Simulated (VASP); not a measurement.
## Cl: single point with PBEsol

The system is Cl.

```
Cl
1.0
     7.39864    0.00000    0.00000
     0.00000    7.39864    0.00000
     0.00000    0.00000    7.39864
Cl
12
Direct
  0.04090 0.13217 0.84362
  0.23064 0.32464 0.88429
  0.79758 0.90819 0.84229
  0.95930 0.62221 0.82267
  0.33558 0.28081 0.38700
  0.32117 0.99036 0.38949
  0.97537 0.64383 0.44772
  0.96319 0.62387 0.14519
  0.31798 0.64040 0.40691
  0.60798 0.64871 0.39100
  0.56581 0.15054 0.87380
  0.71775 0.37837 0.84440
```

```yaml
Program: VASP 6.6.1
Task: single point
Functional: PBEsol
Potentials_or_basis: VASP PAW PBE potentials, release 64 (Cl)
Cutoff: 520 eV
k_mesh: 1 × 1 × 1
Occupations: fermi-dirac, width 0.05 eV
Spin: no spin polarisation
Dipole_correction: no
Further_INCAR_settings: ALGO = Normal; EDIFF = 1e-06; NBANDS = 54
```

The pressure is -1.7 GPa. The largest force is 0.910 eV/Å and the band gap on the k mesh is 0.72 eV.

Forces in eV/Å, atoms in the order of the input:
```
Cl   0.036 -0.260  0.284
Cl  -0.129  0.292 -0.312
Cl  -0.193 -0.007 -0.200
Cl   0.001  0.111 -0.253
Cl  -0.274  0.241  0.190
Cl   0.001 -0.097  0.117
Cl  -0.772 -0.388 -0.285
Cl   0.276  0.197  0.014
Cl   0.123 -0.038 -0.024
Cl   0.648 -0.096  0.617
Cl   0.215  0.282 -0.095
Cl   0.068 -0.238 -0.053
```

Stress tensor (GPa, compression positive):
```
-1.56  0.09 -0.03
 0.09 -1.49  0.15
-0.03  0.15 -1.98
```

Levels at points of the mesh, in eV from the valence-band top:
```csv
k point,band 39,band 40,band 41,band 42,band 43,band 44,band 45,band 46
"(0.00, 0.00, 0.00)",-1.16,-0.46,-0.30,0.00,0.72,1.36,2.27,2.51
```

Wall time 54 s on 1 thread of Intel(R) Xeon(R) Platinum 8259CL CPU @ 2.50GHz (Skylake/Cascade Lake), on a shared host, peak memory 0.39 GiB.

Caveat: the k points lie up to 0.85 Å⁻¹ apart; the PAW data sets were made with another functional, which shifts forces and pressure a little.
